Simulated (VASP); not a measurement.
# AlP7 (P-43m) in VASP: a series of runs, part 2 of 2

VASP 6.6.1.

## 4. Single point, PBE

This run uses another cell than the first one, of 19.93 Å³/atom, 0.995 times its volume.

INCAR reads:

```
SYSTEM = AlP7
PREC     = Accurate       ! precision mode
ENCUT    = 520            ! plane-wave cutoff, eV
EDIFF    = 1E-6           ! SCF threshold, eV
ISMEAR   = 0              ! smearing method
SIGMA    = 0.1            ! smearing width, eV
LREAL    = .False.        ! projectors in reciprocal space
LASPH    = .True.         ! aspherical terms in the spheres
NELM     = 60             ! most SCF steps
ALGO     = Normal         ! electronic algorithm
ISIF     = 2              ! what is computed and relaxed
LWAVE    = .False.        ! write WAVECAR
LCHARG   = .False.        ! write CHGCAR
GGA      = PE             ! functional
NBANDS   = 29             ! bands
```

KPOINTS reads:

```
Automatic mesh
0
Gamma
  8 8 8
  0 0 0
```

POSCAR reads:

```
AlP7
1.0
    5.4223427080      0.0000000000      0.0000000000
    0.0000000000      5.4223427080      0.0000000000
    0.0000000000      0.0000000000      5.4223427080
Al P
1 7
Direct
    0.0000000000      0.0000000000      0.0000000000
    0.2628428462      0.2628428462      0.2628428462
    0.0000000000      0.5000000000      0.5000000000
    0.5000000000      0.5000000000      0.0000000000
    0.5000000000      0.0000000000      0.5000000000
    0.7371571538      0.2628428462      0.7371571538
    0.7371571538      0.7371571538      0.2628428462
    0.2628428462      0.7371571538      0.7371571538
```

Potentials or basis: VASP PAW PBE potentials, release 64 (Al, P).

The run is started by

```sh
$ cat potpaw_PBE.64/Al/POTCAR potpaw_PBE.64/P/POTCAR > POTCAR
$ mpirun -np 1 vasp_std > vasp.out
```

OUTCAR:

```text
SYSTEM = AlP7
   PREC = Accurate
   ENCUT = 520
   EDIFF = 1E-6
   ISMEAR = 0
   LREAL = .False.
   LASPH = .True.
   NELM = 60
   ISIF = 2
   GGA = PE

 ion  position               nearest neighbor table
   1  0.000  0.000  0.000-   2 2.47   6 2.47   7 2.47   8 2.47
   2  0.263  0.263  0.263-   3 2.31   4 2.31   5 2.31   1 2.47
   3  0.000  0.500  0.500-   2 2.31   6 2.31   7 2.31   8 2.31
   4  0.500  0.500  0.000-   2 2.31   6 2.31   7 2.31   8 2.31
   5  0.500  0.000  0.500-   2 2.31   6 2.31   7 2.31   8 2.31
   6  0.737  0.263  0.737-   3 2.31   4 2.31   5 2.31   1 2.47
   7  0.737  0.737  0.263-   3 2.31   4 2.31   5 2.31   1 2.47
[... 980 lines left out ...]
  Total       -0.1340731     -0.1340731     -0.1340731      0.0000000     -0.0000000      0.0000000
  in kB       -1.3473843     -1.3473843     -1.3473843      0.0000000     -0.0000000      0.0000000
  external PRESSURE =      -1.3473843 kB  Pullay stress =       0.0000000 kB

 VOLUME and BASIS-vectors are now :
 -----------------------------------------------------------------------------
  energy-cutoff  :      520.00
  volume of cell :      159.43
      direct lattice vectors                 reciprocal lattice vectors
     5.422342708  0.000000000  0.000000000     0.184422132  0.000000000  0.000000000
     0.000000000  5.422342708  0.000000000     0.000000000  0.184422132  0.000000000
     0.000000000  0.000000000  5.422342708     0.000000000  0.000000000  0.184422132

 POSITION                                       TOTAL-FORCE (eV/Angst)
 -----------------------------------------------------------------------------------
      0.00000      0.00000      0.00000         0.000000     -0.000000      0.000000
      1.42522      1.42522      1.42522         0.005347      0.005347      0.005347
      0.00000      2.71117      2.71117        -0.000000     -0.000000      0.000000
      2.71117      2.71117      0.00000        -0.000000     -0.000000      0.000000
      2.71117      0.00000      2.71117         0.000000     -0.000000      0.000000
      3.99712      1.42522      3.99712        -0.005347      0.005347     -0.005347
      3.99712      3.99712      1.42522        -0.005347     -0.005347      0.005347
      1.42522      3.99712      3.99712         0.005347     -0.005347     -0.005347
 -----------------------------------------------------------------------------------
    total drift:                               -0.000000     -0.000000     -0.000000

  FREE ENERGIE OF THE ION-ELECTRON SYSTEM (eV)
  ---------------------------------------------------
  free  energy   TOTEN  =       -39.2831186372 eV

  energy  without entropy=      -39.2632183363  energy(sigma->0) =      -39.27316849
```

OSZICAR:

```text
N       E                     dE             d eps       ncg     rms          rms(c)
DAV:   1     0.133318992749E+03    0.13332E+03   -0.15323E+04  2030   0.109E+03
DAV:   2    -0.280779508730E+02   -0.16140E+03   -0.15532E+03  2634   0.181E+02
DAV:   3    -0.394295024592E+02   -0.11352E+02   -0.11142E+02  2580   0.458E+01
DAV:   4    -0.396589268365E+02   -0.22942E+00   -0.22841E+00  2644   0.750E+00
DAV:   5    -0.396637110822E+02   -0.47842E-02   -0.47822E-02  2567   0.110E+00    0.143E+01
DAV:   6    -0.393846133549E+02    0.27910E+00   -0.26961E-01  2460   0.180E+00    0.857E+00
DAV:   7    -0.392862649278E+02    0.98348E-01   -0.25762E-01  2532   0.187E+00    0.523E-01
DAV:   8    -0.392829285401E+02    0.33364E-02   -0.20410E-02  2328   0.599E-01    0.215E-01
DAV:   9    -0.392830635631E+02   -0.13502E-03   -0.14601E-03  2613   0.167E-01    0.989E-02
DAV:  10    -0.392831042424E+02   -0.40679E-04   -0.13473E-04  2529   0.532E-02    0.365E-02
DAV:  11    -0.392831167827E+02   -0.12540E-04   -0.32984E-05  2613   0.262E-02    0.101E-02
DAV:  12    -0.392831183600E+02   -0.15773E-05   -0.46058E-06  2372   0.100E-02    0.559E-03
DAV:  13    -0.392831186372E+02   -0.27725E-06   -0.56010E-07  1440   0.348E-03
   1 F= -.39283119E+02 E0= -.39273168E+02  d E =-.199003E-01
```

stdout:

```text
POSCAR found type information on POSCAR AlP
 POSCAR found :  2 types and       8 ions
 scaLAPACK will be used
 LDA part: xc-table for (Slater+PW92), standard interpolation
 POSCAR, INCAR and KPOINTS ok, starting setup
 FFT: planning ... GRIDC
 FFT: planning ... GRID_SOFT
 FFT: planning ... GRID
 WAVECAR not read
 entering main loop
```

It took 56 s on 1 thread of Intel Xeon 6975P-C (Granite Rapids), shared host; peak memory 0.3 GiB.

What came out:

```
Free energy            : -39.2831 eV
Pressure               : -0.1 GPa
Largest force          : 0.009 eV/Å
Band gap on the k mesh : zero (band 19 reaches 7.04 eV, above the bottom of band 20 at 5.20 eV)
```

Forces on the atoms (eV/Å):
```
Al   0.000  0.000  0.000
P    0.005  0.005  0.005
P    0.000  0.000  0.000
P    0.000  0.000  0.000
P    0.000  0.000  0.000
P   -0.005  0.005 -0.005
P   -0.005 -0.005  0.005
P    0.005 -0.005 -0.005
```

Levels at points of the mesh, in eV from the Fermi level:
```csv
k point,band 17,band 18,band 19,band 20,band 21,band 22
"(0.00, 0.00, 0.00)",-2.49,-1.23,-1.23,-1.23,-1.01,-1.01
"(0.50, 0.00, 0.00)",-1.17,-0.81,0.38,1.07,1.75,1.75
"(0.50, 0.50, 0.00)",-0.77,-0.77,0.61,0.69,1.92,2.01
"(0.50, 0.50, 0.50)",-2.15,-2.15,-2.15,0.57,1.02,1.02
```

## 5. Relaxation of cell and atoms, PBE

This run uses another cell than the first one, of 25.31 Å³/atom, 1.264 times its volume.

INCAR reads:

```
SYSTEM = AlP7
PREC = Accurate
ENCUT = 600
EDIFF = 1E-6
ISMEAR = 0
SIGMA = 0.1
LREAL = .FALSE.
LASPH = .TRUE.
NELM = 80
ALGO = Normal
ISIF = 3
LWAVE = .FALSE.
LCHARG = .FALSE.
GGA = PE
IBRION = 2
NSW = 90
EDIFFG = -0.04
```

KPOINTS reads:

```
Automatic mesh
0
G
  4 4 4
  0 0 0
```

POSCAR reads:

```
AlP7
1.0
    5.8721018200      0.0000000000      0.0000000000
    0.0000000000      5.8721018200      0.0000000000
    0.0000000000      0.0000000000      5.8721018200
Al P
1 7
Direct
    0.0000000000      0.0000000000      0.0000000000
    0.2526152100      0.2526152100      0.2526152100
    0.0000000000      0.5000000000      0.5000000000
    0.5000000000      0.5000000000      0.0000000000
    0.5000000000      0.0000000000      0.5000000000
    0.7473847900      0.2526152100      0.7473847900
    0.7473847900      0.7473847900      0.2526152100
    0.2526152100      0.7473847900      0.7473847900
```

The run is started by

```sh
$ cat potpaw_PBE.64/Al/POTCAR potpaw_PBE.64/P/POTCAR > POTCAR
$ mpirun -np 1 vasp_std > vasp.out
```

Wall time 2.2 min (1 thread of Intel Xeon 6975P-C (Granite Rapids), shared host); peak memory 0.35 GiB.

The run converged. Its results:

```
Free energy                            : -39.1973 eV
Relaxed volume                         : 20.08 Å³/atom
Relaxed cell                           : a = 5.436 Å, b = 5.436 Å, c = 5.436 Å, α = 90.00°, β = 90.00°, γ = 90.00°
Space group after relaxing (to 0.05 Å) : P-43m (No. 215)
Energy gained by relaxing              : 175.6 meV/atom
Ionic steps                            : 7
Pressure after relaxing                : -0.3 GPa
Largest force after relaxing           : 0.034 eV/Å
Band gap on the k mesh                 : zero (band 19 reaches 6.99 eV, above the bottom of band 20 at 5.13 eV)
```

Forces in eV/Å, atoms in the order of the input:
```
Al   0.000  0.000  0.000
P    0.019  0.019  0.019
P    0.000  0.000  0.000
P    0.000  0.000  0.000
P    0.000  0.000  0.000
P   -0.019  0.019 -0.019
P   -0.019 -0.019  0.019
P    0.019 -0.019 -0.019
```

Step by step:
| step | energy change (eV) | largest force (eV/Å) | pressure (GPa) | volume (Å³) |
| --- | --- | --- | --- | --- |
| 1 | 0.0000 | 0.1350 | -8.25 | 202.48 |
| 2 | -1.2177 | 0.6983 | -1.44 | 166.62 |
| 3 | -1.2420 | 0.7730 | -0.09 | 162.11 |
| 4 | -1.2424 | 0.7852 | 0.15 | 161.37 |
| 5 | -1.3419 | 0.4968 | 0.27 | 159.80 |
| 6 | -1.3987 | 0.0639 | 0.84 | 157.48 |
| 7 | -1.4052 | 0.0336 | -0.26 | 160.64 |

Final structure:
```xyz
8
Lattice="5.4360 0.0000 0.0000 0.0000 5.4360 0.0000 0.0000 0.0000 5.4360" Properties=species:S:1:pos:R:3 pbc="T T T"
Al    5.4360    0.0000    5.4360
P     1.4369    1.4369    1.4369
P     5.4360    2.7180    2.7180
P     2.7180    2.7180    5.4360
P     2.7180    0.0000    2.7180
P     3.9992    1.4369    3.9992
P     3.9992    3.9992    1.4369
P     1.4369    3.9992    3.9992
```

Levels at points of the mesh, in eV from the Fermi level:
```csv
k point,band 16,band 17,band 18,band 19,band 20,band 21,band 22,band 23
"(0.00, 0.00, 0.00)",-2.42,-2.42,-1.20,-1.20,-1.20,-0.93,-0.93,0.95
"(0.50, 0.00, 0.00)",-3.36,-1.14,-0.78,0.38,1.11,1.75,1.75,1.83
"(0.50, 0.50, 0.00)",-3.03,-0.76,-0.76,0.67,0.71,1.93,2.02,2.02
"(0.50, 0.50, 0.50)",-2.86,-2.13,-2.13,-2.13,0.53,1.04,1.04,1.04
```

Caveat: the volume moved by over 15 % at a fixed basis, so the end points are rough.

## 6. Relaxation of cell and atoms, PBE

INCAR reads:

```
SYSTEM = AlP7
PREC     = Accurate       ! precision mode
ENCUT    = 600            ! plane-wave cutoff, eV
EDIFF    = 1E-6           ! SCF threshold, eV
ISMEAR   = 0              ! smearing method
SIGMA    = 0.1            ! smearing width, eV
LREAL    = .FALSE.        ! projectors in reciprocal space
LASPH    = .TRUE.         ! aspherical terms in the spheres
NELM     = 80             ! most SCF steps
ALGO     = Normal         ! electronic algorithm
ISIF     = 3              ! what is computed and relaxed
LWAVE    = .FALSE.        ! write WAVECAR
LCHARG   = .FALSE.        ! write CHGCAR
GGA      = PE             ! functional
IBRION   = 2              ! ionic algorithm
NSW      = 100            ! ionic steps
EDIFFG   = -0.01          ! ionic threshold
```

KPOINTS reads:

```
regular mesh
0
G
  8 8 8
  0 0 0
```

POSCAR reads:

```
AlP7
1.0
    5.4312159998      0.0000000000      0.0000000000
    0.0000000000      5.4312159998      0.0000000000
    0.0000000000      0.0000000000      5.4312159998
Al P
1 7
Direct
    0.0000000000      0.0000000000      0.0000000000
    0.2642867253      0.2642867253      0.2642867253
    0.0000000000      0.5000000000      0.5000000000
    0.5000000000      0.5000000000      0.0000000000
    0.5000000000      0.0000000000      0.5000000000
    0.7357132747      0.2642867253      0.7357132747
    0.7357132747      0.7357132747      0.2642867253
    0.2642867253      0.7357132747      0.7357132747
```

Potentials or basis: VASP PAW PBE potentials, release 64 (Al, P).

The run is started by

```sh
$ cat potpaw_PBE.64/Al/POTCAR potpaw_PBE.64/P/POTCAR > POTCAR
$ mpirun -np 1 vasp_std > vasp.out
```

OUTCAR:

```text
SYSTEM = AlP7
   PREC = Accurate
   ENCUT = 600
   EDIFF = 1E-6
   ISMEAR = 0
   LREAL = .FALSE.
   LASPH = .TRUE.
   NELM = 80
   ISIF = 3
   GGA = PE
   IBRION = 2
   NSW = 100
   EDIFFG = -0.01

 ion  position               nearest neighbor table
   1  0.000  0.000  0.000-   2 2.49   6 2.49   7 2.49   8 2.49
   2  0.264  0.264  0.264-   3 2.31   4 2.31   5 2.31   1 2.49
   3  0.000  0.500  0.500-   2 2.31   6 2.31   7 2.31   8 2.31
   4  0.500  0.500  0.000-   2 2.31   6 2.31   7 2.31   8 2.31
   5  0.500  0.000  0.500-   2 2.31   6 2.31   7 2.31   8 2.31
   6  0.736  0.264  0.736-   3 2.31   4 2.31   5 2.31   1 2.49
   7  0.736  0.736  0.264-   3 2.31   4 2.31   5 2.31   1 2.49
   8  0.264  0.736  0.736-   3 2.31   4 2.31   5 2.31   1 2.49

  LATTYP: Found a simple cubic cell.
 ALAT       =     5.4312159998
[... 362 lines left out ...]

 number of electron      38.0000000 magnetization

 Free energy of the ion-electron system (eV)
  ---------------------------------------------------
  ext. energy  EPLUGINS =         0.00000000
  ---------------------------------------------------
  free energy    TOTEN  =       -39.28433807 eV

  energy without entropy =      -39.26439868  energy(sigma->0) =      -39.27436838

 E-fermi :   6.4572     XC(G=0):  -9.5970

 val. band max:        6.4421969611   @ k =   0.2500   0.1250   0.0000
 cond. band min:       6.4988481218   @ k =   0.3750   0.0000   0.0000
 fundamental gap:      0.0566511607
 Fermi energy:         6.4571645234

 k-point     1 :       0.0000    0.0000    0.0000
  band No.  band energies     occupation
      1      -8.8143      2.00000
      2      -5.4467      2.00000
      3      -5.4467      2.00000
      4      -5.1492      2.00000
      5      -5.1492      2.00000
      6      -5.1492      2.00000
[... 637 lines left out ...]
     23       8.2622      0.00000
     24       8.4477      0.00000

 [... further k-points ...]
[... 5 lines left out ...]
  --------------------------------------------------------------------------------------
  -------------------------------------------------------------------------------------
  Total        0.0033405      0.0033405      0.0033405      0.0000000     -0.0000000      0.0000000
  in kB        0.0336479      0.0336479      0.0336479      0.0000000     -0.0000000      0.0000000
  external PRESSURE =       0.0336479 kB  Pullay stress =       0.0000000 kB
[... 23 lines left out ...]
  FREE ENERGIE OF THE ION-ELECTRON SYSTEM (eV)
  ---------------------------------------------------
  free  energy   TOTEN  =       -39.2843380727 eV

  energy  without entropy=      -39.2643986836  energy(sigma->0) =      -39.27436838

 reached required accuracy - stopping structural energy minimisation
```

CONTCAR:

```text
AlP7
   1.00000000000000
     5.4182158174531310   -0.0000000000000000    0.0000000000000000
     0.0000000000000000    5.4182158174531310    0.0000000000000000
     0.0000000000000000   -0.0000000000000000    5.4182158174531310
  Al              P
     1     7
Direct
     0.0000000000000000    0.0000000000000000    0.0000000000000000
     0.2629770287507315    0.2629770287507315    0.2629770287507315
     0.0000000000000000    0.5000000000000000    0.5000000000000000
     0.5000000000000000    0.5000000000000000    0.0000000000000000
     0.5000000000000000    0.0000000000000000    0.5000000000000000
     0.7370229712492685    0.2629770287507315    0.7370229712492685
     0.7370229712492685    0.7370229712492685    0.2629770287507315
     0.2629770287507315    0.7370229712492685    0.7370229712492685

  0.00000000E+00  0.00000000E+00  0.00000000E+00
  0.00000000E+00  0.00000000E+00  0.00000000E+00
  0.00000000E+00  0.00000000E+00  0.00000000E+00
  0.00000000E+00  0.00000000E+00  0.00000000E+00
  0.00000000E+00  0.00000000E+00  0.00000000E+00
  0.00000000E+00  0.00000000E+00  0.00000000E+00
  0.00000000E+00  0.00000000E+00  0.00000000E+00
  0.00000000E+00  0.00000000E+00  0.00000000E+00
```

Wall time 2.9 min (1 thread of Intel Xeon 6975P-C (Granite Rapids), shared host); peak memory 0.4 GiB.

Results:

```yaml
Free_energy: -39.2843 eV
Relaxed_volume: 19.88 Å³/atom
Relaxed_cell: a = 5.418 Å, b = 5.418 Å, c = 5.418 Å, α = 90.00°, β = 90.00°, γ = 90.00°
Space_group_after_relaxing_to_0.05_Å: P-43m (No. 215)
Energy_gained_by_relaxing: 0.5 meV/atom
Ionic_steps: 5
Pressure_after_relaxing: 0.0 GPa
Band_gap_on_the_k_mesh: zero (band 19 reaches 7.07 eV, above the bottom of band 20 at 5.22 eV)
```

The path:
| step | energy change (eV) | largest force (eV/Å) | pressure (GPa) | volume (Å³) |
| --- | --- | --- | --- | --- |
| 1 | 0.0000 | 0.0931 | -0.41 | 160.21 |
| 2 | -0.0029 | 0.0591 | 0.00 | 159.04 |
| 3 | -0.0030 | 0.0490 | 0.12 | 158.71 |
| 4 | -0.0036 | 0.0248 | 0.06 | 158.88 |
| 5 | -0.0038 | 0.0006 | 0.00 | 159.06 |

Final structure:
```xyz
8
Lattice="5.4182 0.0000 0.0000 0.0000 5.4182 0.0000 0.0000 0.0000 5.4182" Properties=species:S:1:pos:R:3 pbc="T T T"
Al    0.0000    0.0000    0.0000
P     1.4249    1.4249    1.4249
P     0.0000    2.7091    2.7091
P     2.7091    2.7091    0.0000
P     2.7091    0.0000    2.7091
P     3.9934    1.4249    3.9934
P     3.9934    3.9934    1.4249
P     1.4249    3.9934    3.9934
```

Levels at points of the mesh, in eV from the Fermi level:
```tsv
k point	band 15	band 16	band 17	band 18	band 19	band 20	band 21	band 22	band 23	band 24
(0.00, 0.00, 0.00)	-2.49	-2.49	-2.49	-1.24	-1.24	-1.24	-1.01	-1.01	0.61	0.88
(0.50, 0.00, 0.00)	-3.45	-3.45	-1.18	-0.81	0.38	1.08	1.75	1.75	1.81	2.18
(0.50, 0.50, 0.00)	-3.11	-3.11	-0.77	-0.77	0.62	0.70	1.92	2.01	2.01	2.24
(0.50, 0.50, 0.50)	-2.93	-2.93	-2.15	-2.15	-2.15	0.57	1.01	1.01	1.01	1.74
```

## 7. Overview

```tsv
task	cell	k mesh	cutoff (eV)	gap on the mesh (eV)	pressure (GPa)	relaxed volume (Å³/atom)	largest force (eV/Å)
single point	a = 5.431 Å, 8 atoms	4 × 4 × 4	520	none	-0.1	-	0.04
single point	a = 5.872 Å, 8 atoms	4 × 4 × 4	520	none	-8.3	-	0.14
single point	a = 5.422 Å, 8 atoms	8 × 8 × 8	520	none	-0.1	-	0.01
relaxation of cell and atoms	relaxed from a = 5.872 Å, 8 atoms	4 × 4 × 4	600	none	-0.3	20.08	0.03
relaxation of cell and atoms	relaxed from a = 5.431 Å, 8 atoms	8 × 8 × 8	600	none	0.0	19.88	-
```

Alike in all rows: level PBE; potentials or basis VASP PAW PBE potentials, release 64 (Al, P); no spin polarisation; smearing gaussian 0.1 eV.

Caveats: the volume moved by over 15 % at a fixed basis, so the end points are rough (some runs).

Total energies depend on the potentials used, so only differences within one code and one set of settings carry meaning.
